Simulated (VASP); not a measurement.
# Zr3S2 (R32) in VASP: a series of runs

Runs on Zr3S2. Level: PBEsol. Tasks: single point, relaxation of cell and atoms.

Program: VASP 6.6.1. These are calculated values, not measurements. Logs are shortened: lines on timing, memory, paths and dates and some standing lists are left out, and cuts for length are marked.

### 1 The cell of the first run

Symmetry: R32, No. 155, trigonal system. Conventional cell: a = 5.692 Å, b = 5.692 Å, c = 10.273 Å, α = 90.00°, β = 90.00°, γ = 120.00°. Within 3.4 Å of Zr (site symmetry 2) lie 4 S at 2.56 to 2.57 Å and 6 Zr at 3.26 to 3.35 Å. S (site symmetry 3) has 6 Zr at 2.56 to 2.57 Å and 4 S at 3.29 to 3.38 Å within 3.4 Å.

### 2 Single point, PBEsol

File INCAR:

```
PREC = Accurate
ENCUT = 520
EDIFF = 1E-6
ISMEAR = -1
SIGMA = 0.05
LREAL = False
LASPH = True
NELM = 60
ALGO = Normal
ISIF = 2
LWAVE = False
LCHARG = True
GGA = PS
LELF = True
LVHAR = True
NBANDS = 32
```

File KPOINTS:

```
Automatic mesh
0
Gamma
  6 6 6
```

File POSCAR:

```
Zr3S2
1.0
    2.8460203450      1.6431506123      3.4242724227
   -2.8460203450      1.6431506123      3.4242724227
    0.0000000000     -3.2863012246      3.4242724227
Zr S
3 2
Direct
    0.8394228101      0.5000000000      0.1605771899
    0.5000000000      0.1605771899      0.8394228101
    0.1605771899      0.8394228101      0.5000000000
    0.6644768831      0.6644768831      0.6644768831
    0.3355231169      0.3355231169      0.3355231169
```

Potentials or basis: VASP PAW PBE potentials, release 64 (Zr_sv, S).

The run is started by

```bash
> cat potpaw_PBE.64/Zr_sv/POTCAR potpaw_PBE.64/S/POTCAR > POTCAR
> mpirun -np 1 vasp_std > vasp.out
```

OUTCAR:

```text
PREC = Accurate
   ENCUT = 520
   EDIFF = 1E-6
   ISMEAR = -1
   LREAL = False
   LASPH = True
   NELM = 60
   ISIF = 2
   GGA = PS

 ion  position               nearest neighbor table
   1  0.839  0.500  0.161-   4 2.56   5 2.56   5 2.57   4 2.57   3 3.26   3 3.26   2 3.26   2 3.26
                             2 3.35   3 3.35   2 3.42   3 3.42
   2  0.500  0.161  0.839-   5 2.56   4 2.56   4 2.57   5 2.57   3 3.26   3 3.26   1 3.26   1 3.26
                             1 3.35   3 3.35   1 3.42   3 3.42
   3  0.161  0.839  0.500-   4 2.56   5 2.56   4 2.57   5 2.57   2 3.26   1 3.26   1 3.26   2 3.26
                             1 3.35   2 3.35   1 3.42   2 3.42
   4  0.664  0.664  0.664-   3 2.56   1 2.56   2 2.56   2 2.57   1 2.57   3 2.57
   5  0.336  0.336  0.336-   3 2.56   2 2.56   1 2.56   1 2.57   2 2.57   3 2.57

  LATTYP: Found a trigonal (rhomboedric) cell.
 ALAT       =     4.7460949594
 COS(alpha) =     0.2808273717

  Lattice vectors:

 A1 = (   2.8460203450,   1.6431506123,   3.4242724227)
 A2 = (  -2.8460203450,   1.6431506123,   3.4242724227)
 A3 = (   0.0000000000,  -3.2863012246,   3.4242724227)

Analysis of symmetry for initial positions (statically):
=====================================================================
 Subroutine PRICEL returns:
 Original cell was already a primitive cell.

 Routine SETGRP: Setting up the symmetry group for a
 trigonal (rhombohedral) supercell.

 Subroutine GETGRP returns: Found  6 space group operations
 (whereof  6 operations were pure point group operations)
 out of a pool of 12 trial point group operations.

The static configuration has the point symmetry D_3 .

Analysis of symmetry for dynamics (positions and initial velocities):
=====================================================================
 Subroutine PRICEL returns:
 Original cell was already a primitive cell.

 Routine SETGRP: Setting up the symmetry group for a
 trigonal (rhombohedral) supercell.

 Subroutine GETGRP returns: Found  6 space group operations
 (whereof  6 operations were pure point group operations)
 out of a pool of 12 trial point group operations.

The dynamic configuration has the point symmetry D_3 .

 Subroutine INISYM returns: Found  6 space group operations
 (whereof  6 operations are pure point group operations),
 and found     1 'primitive' translations

----------------------------------------------------------------------------------------

                                     Primitive cell

  volume of cell :      96.0804

  direct lattice vectors                    reciprocal lattice vectors
     2.846020345  1.643150612  3.424272423     0.175683916  0.101431156  0.097344280
    -2.846020345  1.643150612  3.424272423    -0.175683916  0.101431156  0.097344280
     0.000000000 -3.286301225  3.424272423     0.000000000 -0.202862313  0.097344280

  length of vectors
     4.746094959  4.746094959  4.746094959     0.225008948  0.225008948  0.225008948

  position of ions in fractional coordinates (direct lattice)
     0.839422810  0.500000000  0.160577190
     0.500000000  0.160577190  0.839422810
     0.160577190  0.839422810  0.500000000
     0.664476883  0.664476883  0.664476883
     0.335523117  0.335523117  0.335523117

  ion indices of the primitive-cell ions
   primitive index   ion index
                 1           1
                 2           2
                 3           3
                 4           4
                 5           5

----------------------------------------------------------------------------------------

 KPOINTS: Automatic mesh

Automatic generation of k-mesh.
 Grid dimensions read from file:
 generate k-points for:    6    6    6

 Generating k-lattice:

  Cartesian coordinates                     Fractional coordinates (reciprocal lattice)
     0.029280653  0.016905193  0.016224047     0.166666667  0.000000000  0.000000000
    -0.029280653  0.016905193  0.016224047     0.000000000  0.166666667  0.000000000
     0.000000000 -0.033810385  0.016224047     0.000000000  0.000000000  0.166666667

  Length of vectors
     0.037501491  0.037501491  0.037501491

  Shift w.r.t. Gamma in fractional coordinates (k-lattice)
     0.000000000  0.000000000  0.000000000

 Subroutine IBZKPT returns following result:
 ===========================================

 Found     32 irreducible k-points:

 Following reciprocal coordinates:
            Coordinates               Weight
  0.000000  0.000000  0.000000      1.000000
  0.166667  0.000000 -0.000000      6.000000
  0.333333  0.000000 -0.000000      6.000000
  0.500000  0.000000  0.000000      3.000000
  0.166667  0.166667 -0.000000      6.000000
  0.333333  0.166667  0.000000     12.000000
[... 16 lines left out ...]
  0.500000  0.500000  0.166667      6.000000
 -0.333333  0.500000  0.166667     12.000000
 [... further k-points ...]
   k-points           NKPTS =     32   k-points in BZ     NKDIM =     32   number of bands    NBANDS=     32
   number of dos      NEDOS =    301   number of ions     NIONS =      5
   total plane-waves  NPLWV =  46656
   dimension x,y,z NGX =    36 NGY =   36 NGZ =   36
   dimension x,y,z NGXF=    72 NGYF=   72 NGZF=   72
   ions per type =               3   2
   NGX,Y,Z   is equivalent  to a cutoff of  12.61, 12.61, 12.61 a.u.
   NGXF,Y,Z  is equivalent  to a cutoff of  25.22, 25.22, 25.22 a.u.
 SYSTEM =  unknown system
   PREC   = accura    normal or accurate (medium, high low for compatibility)
   ISTART =      0    job   : 0-new  1-cont  2-samecut
   ICHARG =      2    charge: 1-file 2-atom 10-const
   ISPIN  =      1    spin polarized calculation?
   LNONCOLLINEAR =      F non collinear calculations
   LSORBIT =      F    spin-orbit coupling
   LASPH  =      T    aspherical Exc in radial PAW
   ENCUT  =  520.0 eV  38.22 Ry    6.18 a.u.   8.82  8.82  8.82*2*pi/ulx,y,z
   NELM   =     60;   NELMIN=  2; NELMDL= -5     # of ELM steps
   EDIFF  = 0.1E-05   stopping-criterion for ELM
   LREAL  =      F    real-space projection
   EDIFFG = 0.1E-04   stopping-criterion for IOM
   NSW    =      0    number of steps for IOM
   IBRION =     -1    ionic relax: 0-MD 1-quasi-New 2-CG
   NFREE  =      0    steps in history (QN), initial steepest desc. (CG)
   ISIF   =      2    stress and relaxation
   ISYM   =      2    0-nonsym 1-usesym 2-fastsym
   POTIM  = 0.5000    time-step for ionic-motion
   TEBEG  =    0.0;   TEEND  =   0.0 temperature during run
   PSTRESS=    0.0 pullay stress
   NELECT =      48.0000    total number of electrons
   NUPDOWN=      -1.0000    fix difference up-down
   EMIN   =  10.00;   EMAX   =-10.00  energy-range for DOS
   EFERMI =   0.00;   METHOD = LEGACY
   ISMEAR =    -1;   SIGMA  =   0.05  broadening in eV -4-tet -1-fermi 0-gaus
   EFERMI_NEDOS =   21; number of points for ismear=-14 and -15
   IALGO  =     38    algorithm
   IMIX   =      4    mixing-type and parameters
     AMIX     =   0.40;   BMIX     =  1.00
     AMIX_MAG =   1.60;   BMIX_MAG =  1.00
  volume/ion in A,a.u.               =      19.22       129.68
  Fermi-wavevector in a.u.,A,eV,Ry     =   1.299003  2.454760 22.958602  1.687410
  Thomas-Fermi vector in A             =   2.430295
   LORBIT       =      0    0 simple, 1 ext, 2 COOP (PROOUT), +10 PAW based schemes
   GGA     = PS    functional components
   LHFCALC =     F    Hartree Fock is set to
   AEXX    =    0.0000 exact exchange contribution
   IVDW    =     0    specifies the selected vdW correction
   LEPSILON=     F    determine dielectric tensor
   LRPA    =     F    only Hartree local field effects (RPA)
 non-spin polarized calculation
  energy-cutoff  :      520.00
  volume of cell :       96.08
 maximum number of plane-waves:      2616
   NGX = 17   NGY = 17   NGZ = 17

 number of electron      48.0000002 magnetization

 Free energy of the ion-electron system (eV)
  ---------------------------------------------------
  ext. energy  EPLUGINS =         0.00000000
  ---------------------------------------------------
  free energy    TOTEN  =       -41.93451495 eV

  energy without entropy =      -41.91551397  energy(sigma->0) =      -41.92501446

 E-fermi :   9.4119     XC(G=0): -11.3100

 val. band max:        9.4115407022   @ k =   0.1667   0.0000  -0.0000
 cond. band min:       9.4417631260   @ k =   0.5000   0.1667   0.1667
 fundamental gap:      0.0302224238
 Fermi energy:         9.4118992888

 k-point     1 :       0.0000    0.0000    0.0000
  band No.  band energies     occupation
      1     -39.4317      2.00000
      2     -39.3284      2.00000
      3     -39.3284      2.00000
      4     -17.6891      2.00000
      5     -17.6675      2.00000
      6     -17.6675      2.00000
[... 24 lines left out ...]
     31      12.9175      0.00000
     32      13.2548      0.00000

 k-point     2 :       0.1667    0.0000   -0.0000
  band No.  band energies     occupation
      1     -39.4243      2.00000
      2     -39.3362      2.00000
      3     -39.3279      2.00000
      4     -17.7507      2.00000
      5     -17.7353      2.00000
      6     -17.6868      2.00000
[... 24 lines left out ...]
     31      13.0829      0.00000
     32      13.3429      0.00000

 k-point     3 :       0.3333    0.0000   -0.0000
  band No.  band energies     occupation
      1     -39.4044      2.00000
      2     -39.3534      2.00000
      3     -39.3304      2.00000
      4     -17.7936      2.00000
      5     -17.7671      2.00000
      6     -17.6996      2.00000
[... 24 lines left out ...]
     31      13.0766      0.00000
     32      13.3611      0.00000

 k-point     4 :       0.5000    0.0000    0.0000
  band No.  band energies     occupation
      1     -39.3808      2.00000
      2     -39.3754      2.00000
      3     -39.3317      2.00000
      4     -17.8139      2.00000
      5     -17.7684      2.00000
      6     -17.6537      2.00000
[... 654 lines left out ...]
     31      13.0150      0.00000
     32      13.0780      0.00000

 k-point    23 :       0.5000    0.5000    0.1667
  band No.  band energies     occupation
      1     -39.3851      2.00000
      2     -39.3527      2.00000
      3     -39.3488      2.00000
      4     -17.9293      2.00000
      5     -17.8211      2.00000
      6     -17.6706      2.00000
[... 24 lines left out ...]
     31      12.6517      0.00000
     32      12.8804      0.00000

 k-point    24 :      -0.3333    0.5000    0.1667
  band No.  band energies     occupation
      1     -39.3696      2.00000
      2     -39.3613      2.00000
      3     -39.3561      2.00000
      4     -17.9037      2.00000
      5     -17.8128      2.00000
      6     -17.6692      2.00000
[... 24 lines left out ...]
     31      12.6351      0.00000
     32      13.0799      0.00000

 [... further k-points ...]
[... 5 lines left out ...]
  --------------------------------------------------------------------------------------
  -------------------------------------------------------------------------------------
  Total        1.2660354      1.2660354      1.3626596      0.0000000      0.0000000      0.0000000
  in kB       21.1116165     21.1116165     22.7228626      0.0000000      0.0000000      0.0000000
  external PRESSURE =      21.6486985 kB  Pullay stress =       0.0000000 kB

 VOLUME and BASIS-vectors are now :
 -----------------------------------------------------------------------------
  energy-cutoff  :      520.00
  volume of cell :       96.08
      direct lattice vectors                 reciprocal lattice vectors
     2.846020345  1.643150612  3.424272423     0.175683916  0.101431156  0.097344280
    -2.846020345  1.643150612  3.424272423    -0.175683916  0.101431156  0.097344280
     0.000000000 -3.286301225  3.424272423     0.000000000 -0.202862313  0.097344280

 POSITION                                       TOTAL-FORCE (eV/Angst)
 -----------------------------------------------------------------------------------
      0.96600      1.67317      5.13641         0.002548      0.004414      0.000000
      0.96600     -1.67317      5.13641         0.002548     -0.004414      0.000000
     -1.93201      0.00000      5.13641        -0.005097      0.000000      0.000000
      0.00000      0.00000      6.82605         0.000000      0.000000     -0.001694
      0.00000      0.00000      3.44677         0.000000      0.000000      0.001694
 -----------------------------------------------------------------------------------
    total drift:                                0.000000      0.000000      0.000000

  FREE ENERGIE OF THE ION-ELECTRON SYSTEM (eV)
  ---------------------------------------------------
  free  energy   TOTEN  =       -41.9345149469 eV

  energy  without entropy=      -41.9155139718  energy(sigma->0) =      -41.92501446
```

Wall time 2.5 min (1 thread of AMD EPYC 7R13, shared host); peak memory 0.21 GiB.

What came out:

* Free energy: -41.9345 eV
* Pressure: 2.2 GPa
* Largest force: 0.005 eV/Å
* Band gap on the k mesh: zero (band 24 reaches 9.53 eV, above the bottom of band 25 at 9.32 eV)

Forces in eV/Å, atoms in the order of the input:
```
Zr   0.003  0.004  0.000
Zr   0.003 -0.004  0.000
Zr  -0.005  0.000  0.000
S    0.000  0.000 -0.002
S    0.000  0.000  0.002
```

Levels at points of the mesh, in eV from the Fermi level:
```
           k point  band 21  band 22  band 23  band 24  band 25  band 26  band 27  band 28
(0.00, 0.00, 0.00)    -2.69    -1.99     0.12     0.12     0.72     0.72     2.15     2.94
(0.50, 0.00, 0.00)    -1.25    -1.19    -0.94    -0.72    -0.09     1.03     1.86     1.92
(0.50, 0.50, 0.00)    -2.03    -1.32    -0.85    -0.30    -0.07     0.95     2.01     2.12
(0.50, 0.50, 0.50)    -0.81    -0.39    -0.21    -0.21     0.32     0.32     1.14     1.14
```

Caveat: the PAW data sets were made with another functional, which shifts forces and pressure a little.

### 3 Single point, PBEsol

This run uses another cell than the first one, of 19.52 Å³/atom, 1.016 times its volume.

File INCAR:

```
SYSTEM = Zr3S2
PREC     = Accurate       ! precision mode
ENCUT    = 520            ! plane-wave cutoff, eV
EDIFF    = 1E-6           ! SCF threshold, eV
ISMEAR   = -1             ! smearing method
SIGMA    = 0.05           ! smearing width, eV
LREAL    = .False.        ! projectors in reciprocal space
LASPH    = .True.         ! aspherical terms in the spheres
NELM     = 80             ! most SCF steps
ALGO     = Normal         ! electronic algorithm
ISIF     = 2              ! what is computed and relaxed
LWAVE    = .False.        ! write WAVECAR
LCHARG   = .True.         ! write CHGCAR
GGA      = PS             ! functional
LELF     = .True.         ! ELF
LVHAR    = .True.       
NBANDS   = 32             ! bands
```

File KPOINTS:

```
regular mesh
0
Gamma
  6 6 6
  0 0 0
```

File POSCAR:

```
Zr3S2
1.0
    2.8629871896      1.6529464246      3.4373051009
   -2.8629871896      1.6529464246      3.4373051009
    0.0000000000     -3.3058928492      3.4373051009
Zr S
3 2
Direct
    0.8384259188      0.5000000000      0.1615740812
    0.5000000000      0.1615740812      0.8384259188
    0.1615740812      0.8384259188      0.5000000000
    0.6649317152      0.6649317152      0.6649317152
    0.3350682848      0.3350682848      0.3350682848
```

Potentials or basis: VASP PAW PBE potentials, release 64 (Zr_sv, S).

The run is started by

```bash
> cat potpaw_PBE.64/Zr_sv/POTCAR potpaw_PBE.64/S/POTCAR > POTCAR
> mpirun -np 1 vasp_std > vasp.out
```

Run time: 2.5 min. Hardware: 1 thread of AMD EPYC 7R13, shared host; peak memory 0.21 GiB.

The run converged. Its results:

```
Free energy            : -41.9458 eV
Pressure               : 0.1 GPa
Largest force          : 0.012 eV/Å
Band gap on the k mesh : zero (band 24 reaches 9.35 eV, above the bottom of band 25 at 9.12 eV)
```

Forces in eV/Å, atoms in the order of the input:
```
Zr   0.006  0.010  0.000
Zr   0.006 -0.010  0.000
Zr  -0.012  0.000  0.000
S    0.000  0.000 -0.004
S    0.000  0.000  0.004
```

Stress tensor (GPa, compression positive):
```
0.08 0.00 0.00
0.00 0.08 0.00
0.00 0.00 0.24
```

Levels at points of the mesh, in eV from the Fermi level:
```tsv
k point	band 21	band 22	band 23	band 24	band 25	band 26	band 27	band 28
(0.00, 0.00, 0.00)	-2.66	-1.94	0.12	0.12	0.71	0.71	2.13	2.89
(0.50, 0.00, 0.00)	-1.23	-1.16	-0.91	-0.70	-0.11	1.04	1.83	1.89
(0.50, 0.50, 0.00)	-1.99	-1.29	-0.84	-0.29	-0.04	0.93	1.98	2.10
(0.50, 0.50, 0.50)	-0.81	-0.37	-0.20	-0.20	0.32	0.32	1.12	1.12
```

Caveat: the PAW data sets were made with another functional, which shifts forces and pressure a little.

### 4 Relaxation of cell and atoms, PBEsol

This run uses another cell than the first one, of 20.36 Å³/atom, 1.059 times its volume.

File INCAR:

```
PREC     = Accurate       # precision mode
ENCUT    = 600            # plane-wave cutoff, eV
EDIFF    = 1E-6           # SCF threshold, eV
ISMEAR   = -1             # smearing method
SIGMA    = 0.05           # smearing width, eV
LREAL    = F              # projectors in reciprocal space
LASPH    = T              # aspherical terms in the spheres
NELM     = 80             # most SCF steps
ALGO     = Normal         # electronic algorithm
ISIF     = 3              # what is computed and relaxed
LWAVE    = F              # write WAVECAR
LCHARG   = F              # write CHGCAR
GGA      = PS             # functional
IBRION   = 2              # ionic algorithm
NSW      = 60             # ionic steps
EDIFFG   = -0.01          # ionic threshold
```

File KPOINTS:

```
regular mesh
0
Gamma
  6 6 6
```

File POSCAR:

```
Zr3S2
1.0
    2.9025379727      1.6757810799      3.4877732718
   -2.9025379727      1.6757810799      3.4877732718
    0.0000000000     -3.3515621597      3.4877732718
Zr S
3 2
Direct
    0.8387270000      0.5000000000      0.1612730000
    0.5000000000      0.1612730000      0.8387270000
    0.1612730000      0.8387270000      0.5000000000
    0.6650230000      0.6650230000      0.6650230000
    0.3349770000      0.3349770000      0.3349770000
```

The run is started by

```bash
> cat potpaw_PBE.64/Zr_sv/POTCAR potpaw_PBE.64/S/POTCAR > POTCAR
> mpirun -np 1 vasp_std > vasp.out
```

Run time: 12 min. Hardware: 1 thread of AMD EPYC 7R13, shared host; peak memory 0.28 GiB.

Results (log left out):

* Free energy: -41.9480 eV
* Relaxed volume: 19.55 Å³/atom
* Relaxed cell: a = 4.773 Å, b = 4.773 Å, c = 4.773 Å, α = 73.72°, β = 73.72°, γ = 73.72°
* Space group after relaxing (to 0.05 Å): R32 (No. 155)
* Energy gained by relaxing: 13.1 meV/atom
* Ionic steps: 8
* Pressure after relaxing: -0.1 GPa
* Largest force after relaxing: 0.005 eV/Å
* Band gap on the k mesh: zero (band 24 reaches 9.33 eV, above the bottom of band 25 at 9.10 eV)

Forces in eV/Å, atoms in the order of the input:
```
Zr   0.000  0.000  0.000
Zr   0.000  0.000  0.000
Zr   0.000  0.000  0.000
S    0.000  0.000 -0.005
S    0.000  0.000  0.005
```

The path:
| step | energy change (eV) | largest force (eV/Å) | pressure (GPa) | volume (Å³) |
| --- | --- | --- | --- | --- |
| 1 | 0.0000 | 0.1265 | -4.94 | 101.79 |
| 2 | 0.0487 | 0.2437 | 7.65 | 92.81 |
| 3 | -0.0652 | 0.0139 | -0.07 | 97.79 |
| 4 | -0.0653 | 0.0168 | 0.03 | 97.71 |
| 5 | -0.0653 | 0.0099 | 0.04 | 97.70 |
| 6 | -0.0653 | 0.0127 | 0.04 | 97.68 |
| 7 | -0.0653 | 0.0116 | 0.04 | 97.68 |
| 8 | -0.0653 | 0.0052 | -0.06 | 97.76 |

Final structure:
```xyz
5
Lattice="2.8630 1.6530 3.4427 -2.8630 1.6530 3.4427 0.0000 -3.3060 3.4427" Properties=species:S:1:pos:R:3 pbc="T T T"
Zr    0.9693    1.6789    5.1640
Zr    0.9693   -1.6789    5.1640
Zr   -1.9386    0.0000    5.1640
S     0.0000    0.0000    6.8670
S     0.0000    0.0000    3.4609
```

Levels at points of the mesh, in eV from the Fermi level:
```
           k point  band 22  band 23  band 24  band 25  band 26  band 27
(0.00, 0.00, 0.00)    -1.94     0.12     0.12     0.71     0.71     2.12
(0.50, 0.00, 0.00)    -1.16    -0.91    -0.70    -0.11     1.03     1.83
(0.50, 0.50, 0.00)    -1.28    -0.84    -0.29    -0.05     0.93     1.98
(0.50, 0.50, 0.50)    -0.38    -0.20    -0.20     0.32     0.32     1.12
```

Caveat: the PAW data sets were made with another functional, which shifts forces and pressure a little.

(Continued in part 2 of 2.)
